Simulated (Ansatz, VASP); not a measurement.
AlFe3: VASP beside Ansatz

INCAR

```
PREC = Accurate
ENCUT = 520
EDIFF = 1E-6
ISMEAR = 0
SIGMA = 0.1
LREAL = False
LASPH = True
NELM = 150
ALGO = Fast
ISIF = 2
LWAVE = False
LCHARG = True
ISPIN = 2
MAGMOM = 0 2.57 2 2
LORBIT = 11
LMAXMIX = 4
GGA = PS
LELF = True
LVHAR = True
NBANDS = 26
```

KPOINTS

```
regular mesh
0
Gamma
  12 12 12
```

POSCAR

```
AlFe3
1.0
    0.0000000000      2.8863165122      2.8863165122
    2.8863165122      0.0000000000      2.8863165122
    2.8863165122      2.8863165122      0.0000000000
Al Fe
1 3
Direct
    0.0000000000      0.0000000000      0.0000000000
    0.5000000000      0.5000000000      0.5000000000
    0.2500000000      0.2500000000      0.2500000000
    0.7500000000      0.7500000000      0.7500000000
```

Input for Ansatz:

```yaml
crystal:
  lattice:
    - [0.0, 2.8863165123, 2.8863165123]
    - [2.8863165123, 0.0, 2.8863165123]
    - [2.8863165123, 2.8863165123, 0.0]
  atoms:
    - { symbol: Al, position: [0.0, 0.0, 0.0] }
    - { symbol: Fe, position: [0.5, 0.5, 0.5], spin: 2.57 }
    - { symbol: Fe, position: [0.25, 0.25, 0.25], spin: 2.0 }
    - { symbol: Fe, position: [0.75, 0.75, 0.75], spin: 2.0 }
basis:
  ecutwfc: 420
kpoints:
  mp_grid: { grid: [12, 12, 12] }
hamiltonian:
  xc: pbesol
scf:
  occupations: { method: gaussian, width: 0.1 }
output:
  forces: true
  stress: true
  eigenvalues: true
  populations: true
magnetization:
  spin_polarized: true
```

Alike in both runs: task single point; functional PBEsol; k mesh 12 × 12 × 12; occupations gaussian, width 0.1 eV; collinear spin.

```csv
,VASP,Ansatz
version,VASP 6.6.1,Ansatz 0.2.0
potentials or method,"VASP PAW PBE potentials, release 64 (Al, Fe), cutoff 520 eV","scalar-relativistic, plane waves, PAW"
valence electrons in the cell,27,51
```

Ansatz gave:

```
gap on the k mesh at the Fermi level (eV)                     : none
pressure (GPa)                                                : -10.0
net moment per atom (μB)                                      : 1.50
size of the moment on the site where the two differ most (μB) : 2.41
```

Q: Which values does VASP return?

A: gap on the k mesh at the Fermi level (eV): none; pressure (GPa): -9.9; net moment per atom (μB): 1.50; size of the moment on the site where the two differ most (μB): 2.38.

VASP's potentials were made for PBE, not for PBEsol. Site moments also hang on the region over which each program counts them. A gap of «none» marks a metal or a gap that the smearing closes. VASP's potentials hold 27 valence electrons a cell and Ansatz's 51, so a difference there can come from the potentials and not from the codes.
